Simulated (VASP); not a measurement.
# NaH (Fm-3m) in VASP: a series of runs, part 2 of 2

VASP 6.6.1. Earlier steps stand in the parts before.

### Step 5. Single point, r2SCAN

This run uses another cell than the first one, of 15.62 Å³/atom, 1.075 times its volume.

File POSCAR:

```
NaH
1.0
    0.0000000000      2.4995355297      2.4995355297
    2.4995355297      0.0000000000      2.4995355297
    2.4995355297      2.4995355297      0.0000000000
Na H
1 1
Direct
    0.0000000000      0.0000000000      0.0000000000
    0.5000000000      0.5000000000      0.5000000000
```

File INCAR.step1:

```
SYSTEM = NaH
ALGO = Normal
EDIFF = 1E-4
ENCUT = 520
GGA = PE
ISMEAR = 0
LASPH = .True.
LCHARG = .False.
LREAL = .False.
LWAVE = .True.
NBANDS = 11
NELM = 60
PREC = Accurate
SIGMA = 0.01
```

File INCAR.step2:

```
SYSTEM = NaH
ALGO = Normal
EDIFF = 1E-7
ENCUT = 520
ISIF = 2
ISMEAR = 0
ISTART = 1
LASPH = .True.
LCHARG = .False.
LMIXTAU = .True.
LREAL = .False.
LWAVE = .False.
METAGGA = R2SCAN
NBANDS = 11
NELM = 60
PREC = Accurate
SIGMA = 0.01
```

File KPOINTS:

```
k-points
0
Gamma
  8 8 8
  0 0 0
```

Run with:

```console
> cat potpaw_PBE.64/Na_pv/POTCAR potpaw_PBE.64/H/POTCAR > POTCAR
> cp INCAR.step1 INCAR
> mpirun -np 1 vasp_std > vasp.out
> cp INCAR.step2 INCAR
> mpirun -np 1 vasp_std > vasp.out
```

Wall time 31 s (1 thread of Intel Xeon Platinum 8488C (Sapphire Rapids), shared host); peak memory 0.15 GiB.

Results (log left out):

```
Free energy            : -7.5679 eV
Pressure               : -2.6 GPa
Band gap on the k mesh : 4.19 eV, indirect (least direct gap 4.98 eV)
```

Levels at points of the mesh, in eV from the valence-band top:
| k point | band 1 | band 2 | band 3 | band 4 | band 5 | band 6 | band 7 | band 8 | band 9 |
| --- | --- | --- | --- | --- | --- | --- | --- | --- | --- |
| (0.00, 0.00, 0.00) | -23.10 | -23.10 | -23.10 | -3.28 | 10.54 | 15.60 | 15.60 | 15.60 | 16.28 |
| (0.50, 0.00, 0.00) | -23.16 | -23.11 | -23.11 | -0.79 | 4.19 | 10.98 | 13.29 | 13.29 | 16.49 |
| (0.50, 0.50, 0.00) | -23.15 | -23.12 | -23.12 | -0.15 | 4.98 | 10.32 | 10.75 | 10.75 | 12.01 |

Caveat: the PAW data sets were made with another functional, which shifts forces and pressure a little. A k mesh can miss the band edges.

### Step 6. Single point, r2SCAN

This run uses another cell than the first one, of 15.98 Å³/atom, 1.100 times its volume.

File POSCAR:

```
NaH
1.0
    0.0000000000      2.5187634817      2.5187634817
    2.5187634817      0.0000000000      2.5187634817
    2.5187634817      2.5187634817      0.0000000000
Na H
1 1
Direct
    0.0000000000      0.0000000000      0.0000000000
    0.5000000000      0.5000000000      0.5000000000
```

File INCAR.step1:

```
SYSTEM = NaH
ALGO = Normal ; EDIFF = 1E-4
ENCUT = 520 ; GGA = PE
ISMEAR = 0 ; LASPH = .TRUE.
LCHARG = .FALSE. ; LREAL = .FALSE.
LWAVE = .TRUE. ; NBANDS = 11
NELM = 60 ; PREC = Accurate
SIGMA = 0.01
```

File INCAR.step2:

```
SYSTEM = NaH
ALGO = Normal ; EDIFF = 1E-6
ENCUT = 520 ; ISIF = 2
ISMEAR = 0 ; ISTART = 1
LASPH = .TRUE. ; LCHARG = .FALSE.
LMIXTAU = .TRUE. ; LREAL = .FALSE.
LWAVE = .FALSE. ; METAGGA = R2SCAN
NBANDS = 11 ; NELM = 60
PREC = Accurate ; SIGMA = 0.01
```

File KPOINTS:

```
k-points
0
G
  8 8 8
  0 0 0
```

Potentials or basis: VASP PAW PBE potentials, release 64 (Na_pv, H).

Run with:

```console
> cat potpaw_PBE.64/Na_pv/POTCAR potpaw_PBE.64/H/POTCAR > POTCAR
> cp INCAR.step1 INCAR
> mpirun -np 1 vasp_std > vasp.out
> cp INCAR.step2 INCAR
> mpirun -np 1 vasp_std > vasp.out
```

OUTCAR:

```text
SYSTEM = NaH
   EDIFF = 1E-6
   ENCUT = 520
   ISIF = 2
   ISMEAR = 0
   ISTART = 1
   LASPH = .TRUE.
   LREAL = .FALSE.
   METAGGA = R2SCAN
   NELM = 60
   PREC = Accurate

 ion  position               nearest neighbor table
   1  0.000  0.000  0.000-
   2  0.500  0.500  0.500-

  LATTYP: Found a face centered cubic cell.
 ALAT       =     5.0375269634

  Lattice vectors:

 A1 = (   0.0000000000,   2.5187634817,   2.5187634817)
 A2 = (   2.5187634817,   0.0000000000,   2.5187634817)
 A3 = (   2.5187634817,   2.5187634817,   0.0000000000)

Analysis of symmetry for initial positions (statically):
=====================================================================
 Subroutine PRICEL returns:
 Original cell was already a primitive cell.

 Routine SETGRP: Setting up the symmetry group for a
 face centered cubic supercell.

 Subroutine GETGRP returns: Found 48 space group operations
 (whereof 48 operations were pure point group operations)
 out of a pool of 48 trial point group operations.

The static configuration has the point symmetry O_h .

Analysis of symmetry for dynamics (positions and initial velocities):
=====================================================================
 Subroutine PRICEL returns:
 Original cell was already a primitive cell.

 Routine SETGRP: Setting up the symmetry group for a
 face centered cubic supercell.

 Subroutine GETGRP returns: Found 48 space group operations
 (whereof 48 operations were pure point group operations)
 out of a pool of 48 trial point group operations.

The dynamic configuration has the point symmetry O_h .

 Subroutine INISYM returns: Found 48 space group operations
 (whereof 48 operations are pure point group operations),
 and found     1 'primitive' translations

----------------------------------------------------------------------------------------

                                     Primitive cell

  volume of cell :      31.9589

  direct lattice vectors                    reciprocal lattice vectors
     0.000000000  2.518763482  2.518763482    -0.198510104  0.198510104  0.198510104
     2.518763482  0.000000000  2.518763482     0.198510104 -0.198510104  0.198510104
     2.518763482  2.518763482  0.000000000     0.198510104  0.198510104 -0.198510104

  length of vectors
     3.562069476  3.562069476  3.562069476     0.343829585  0.343829585  0.343829585

  position of ions in fractional coordinates (direct lattice)
     0.000000000  0.000000000  0.000000000
     0.500000000  0.500000000  0.500000000

  ion indices of the primitive-cell ions
   primitive index   ion index
                 1           1
                 2           2

----------------------------------------------------------------------------------------

 KPOINTS: k-points

Automatic generation of k-mesh.
 Grid dimensions read from file:
 generate k-points for:    8    8    8

 Generating k-lattice:

  Cartesian coordinates                     Fractional coordinates (reciprocal lattice)
    -0.024813763  0.024813763  0.024813763     0.125000000  0.000000000  0.000000000
     0.024813763 -0.024813763  0.024813763     0.000000000  0.125000000  0.000000000
     0.024813763  0.024813763 -0.024813763     0.000000000  0.000000000  0.125000000

  Length of vectors
     0.042978698  0.042978698  0.042978698

  Shift w.r.t. Gamma in fractional coordinates (k-lattice)
     0.000000000  0.000000000  0.000000000

 Subroutine IBZKPT returns following result:
 ===========================================

 Found     29 irreducible k-points:

 Following reciprocal coordinates:
            Coordinates               Weight
  0.000000  0.000000  0.000000      1.000000
  0.125000  0.000000  0.000000      8.000000
  0.250000  0.000000  0.000000      8.000000
  0.375000  0.000000  0.000000      8.000000
  0.500000  0.000000  0.000000      4.000000
  0.125000  0.125000  0.000000      6.000000
[... 16 lines left out ...]
  0.500000  0.250000  0.125000     48.000000
 -0.375000  0.250000  0.125000     24.000000
 [... further k-points ...]
   k-points           NKPTS =     29   k-points in BZ     NKDIM =     29   number of bands    NBANDS=     11
   number of dos      NEDOS =    301   number of ions     NIONS =      2
   total plane-waves  NPLWV =  21952
   dimension x,y,z NGX =    28 NGY =   28 NGZ =   28
   dimension x,y,z NGXF=    56 NGYF=   56 NGZF=   56
   ions per type =               1   1
   NGX,Y,Z   is equivalent  to a cutoff of  13.07, 13.07, 13.07 a.u.
   NGXF,Y,Z  is equivalent  to a cutoff of  26.14, 26.14, 26.14 a.u.
 SYSTEM =  NaH
   PREC   = accura    normal or accurate (medium, high low for compatibility)
   ISTART =      1    job   : 0-new  1-cont  2-samecut
   ICHARG =      0    charge: 1-file 2-atom 10-const
   ISPIN  =      1    spin polarized calculation?
   LNONCOLLINEAR =      F non collinear calculations
   LSORBIT =      F    spin-orbit coupling
   LASPH  =      T    aspherical Exc in radial PAW
   ENCUT  =  520.0 eV  38.22 Ry    6.18 a.u.   6.62  6.62  6.62*2*pi/ulx,y,z
   NELM   =     60;   NELMIN=  2; NELMDL=  0     # of ELM steps
   EDIFF  = 0.1E-05   stopping-criterion for ELM
   LREAL  =      F    real-space projection
   EDIFFG = 0.1E-04   stopping-criterion for IOM
   NSW    =      0    number of steps for IOM
   IBRION =     -1    ionic relax: 0-MD 1-quasi-New 2-CG
   NFREE  =      0    steps in history (QN), initial steepest desc. (CG)
   ISIF   =      2    stress and relaxation
   ISYM   =      2    0-nonsym 1-usesym 2-fastsym
   POTIM  = 0.5000    time-step for ionic-motion
   TEBEG  =    0.0;   TEEND  =   0.0 temperature during run
   PSTRESS=    0.0 pullay stress
   NELECT =       8.0000    total number of electrons
   NUPDOWN=      -1.0000    fix difference up-down
   EMIN   =  10.00;   EMAX   =-10.00  energy-range for DOS
   EFERMI =   0.00;   METHOD = LEGACY
   ISMEAR =     0;   SIGMA  =   0.01  broadening in eV -4-tet -1-fermi 0-gaus
   EFERMI_NEDOS =   21; number of points for ismear=-14 and -15
   IALGO  =     38    algorithm
   IMIX   =      4    mixing-type and parameters
     AMIX     =   0.40;   BMIX     =  1.00
     AMIX_MAG =   1.60;   BMIX_MAG =  1.00
  volume/ion in A,a.u.               =      15.98       107.83
  Fermi-wavevector in a.u.,A,eV,Ry     =   1.031749  1.949723 14.483487  1.064506
  Thomas-Fermi vector in A             =   2.165913
   LORBIT       =      0    0 simple, 1 ext, 2 COOP (PROOUT), +10 PAW based schemes
   METAGGA = R2SCAN    functional components
   LHFCALC =     F    Hartree Fock is set to
   AEXX    =    0.0000 exact exchange contribution
   IVDW    =     0    specifies the selected vdW correction
   LEPSILON=     F    determine dielectric tensor
   LRPA    =     F    only Hartree local field effects (RPA)
 non-spin polarized calculation
 Gauss-broadening in eV      SIGMA  =   0.01
  energy-cutoff  :      520.00
  volume of cell :       31.96
 maximum number of plane-waves:       881
 NGX is ok and might be reduce to    28
   NGX = 13   NGY = 13   NGZ = 13

 number of electron       7.9999993 magnetization

 Free energy of the ion-electron system (eV)
  ---------------------------------------------------
  ext. energy  EPLUGINS =         0.00000000
  ---------------------------------------------------
  free energy    TOTEN  =        -7.55536354 eV

  energy without entropy =       -7.55536354  energy(sigma->0) =       -7.55536354

 E-fermi :  -1.6376     XC(G=0):  -7.6897

 val. band max:       -1.8004375671   @ k =  -0.2500   0.5000   0.2500
 cond. band min:       2.3538172887   @ k =   0.5000   0.0000   0.0000
 fundamental gap:      4.1542548557
 Fermi energy:        -1.6376134166

 k-point     1 :       0.0000    0.0000    0.0000
  band No.  band energies     occupation
      1     -24.9450      2.00000
      2     -24.9446      2.00000
      3     -24.9446      2.00000
      4      -5.0178      2.00000
      5       8.5462      0.00000
      6      13.6367      0.00000
      7      13.6368      0.00000
      8      13.6368      0.00000
      9      14.2674      0.00000
     10      14.2674      0.00000
     11      14.2675      0.00000
[... 309 lines left out ...]
 k-point    24 :      -0.3750    0.2500    0.1250
  band No.  band energies     occupation
      1     -24.9928      2.00000
      2     -24.9658      2.00000
      3     -24.9562      2.00000
      4      -2.2315      2.00000
      5       3.0868      0.00000
      6       6.1615      0.00000
      7       9.1936      0.00000
      8      12.9629      0.00000
      9      14.1041      0.00000
     10      17.1945      0.00000
     11      19.1952      0.00000

 [... further k-points ...]
[... 5 lines left out ...]
  --------------------------------------------------------------------------------------
  -------------------------------------------------------------------------------------
  Total       -0.5828853     -0.5828853     -0.5828853     -0.0000000      0.0000000     -0.0000000
  in kB      -29.2214317    -29.2214317    -29.2214317     -0.0000000      0.0000000     -0.0000000
  external PRESSURE =     -29.2214317 kB  Pullay stress =       0.0000000 kB

 VOLUME and BASIS-vectors are now :
 -----------------------------------------------------------------------------
  energy-cutoff  :      520.00
  volume of cell :       31.96
      direct lattice vectors                 reciprocal lattice vectors
     0.000000000  2.518763482  2.518763482    -0.198510104  0.198510104  0.198510104
     2.518763482  0.000000000  2.518763482     0.198510104 -0.198510104  0.198510104
     2.518763482  2.518763482  0.000000000     0.198510104  0.198510104 -0.198510104

 POSITION                                       TOTAL-FORCE (eV/Angst)
 -----------------------------------------------------------------------------------
      0.00000      0.00000      0.00000         0.000000      0.000000      0.000000
      2.51876      2.51876      2.51876         0.000000      0.000000      0.000000
 -----------------------------------------------------------------------------------
    total drift:                               -0.000000     -0.000000     -0.000000

  FREE ENERGIE OF THE ION-ELECTRON SYSTEM (eV)
  ---------------------------------------------------
  free  energy   TOTEN  =        -7.5553635421 eV

  energy  without entropy=       -7.5553635421  energy(sigma->0) =       -7.55536354
```

Wall time 27 s (1 thread of Intel Xeon Platinum 8488C (Sapphire Rapids), shared host); peak memory 0.15 GiB.

Results:

```yaml
Free_energy: -7.5554 eV
Pressure: -2.9 GPa
Band_gap_on_the_k_mesh: 4.15 eV, indirect (least direct gap 4.93 eV)
```

Caveat: the PAW data sets were made with another functional, which shifts forces and pressure a little.

### Step 7. The runs side by side

| cell | gap on the mesh (eV) | pressure (GPa) |
| --- | --- | --- |
| a = 3.451 Å, angles 60.0°, 2 atoms | 4.32 | -1.3 |
| a = 3.479 Å, angles 60.0°, 2 atoms | 4.27 | -1.8 |
| a = 3.507 Å, angles 60.0°, 2 atoms | 4.23 | -2.2 |
| a = 3.535 Å, angles 60.0°, 2 atoms | 4.19 | -2.6 |
| a = 3.562 Å, angles 60.0°, 2 atoms | 4.15 | -2.9 |

Alike in all rows: task single point; level r2SCAN; potentials or basis VASP PAW PBE potentials, release 64 (Na_pv, H); no spin polarisation; k mesh 8 × 8 × 8; cutoff (eV) 520; smearing gaussian 0.01 eV.

Caveats: the PAW data sets were made with another functional, which shifts forces and pressure a little.

Absolute energies hang on the potentials; compare differences alone.
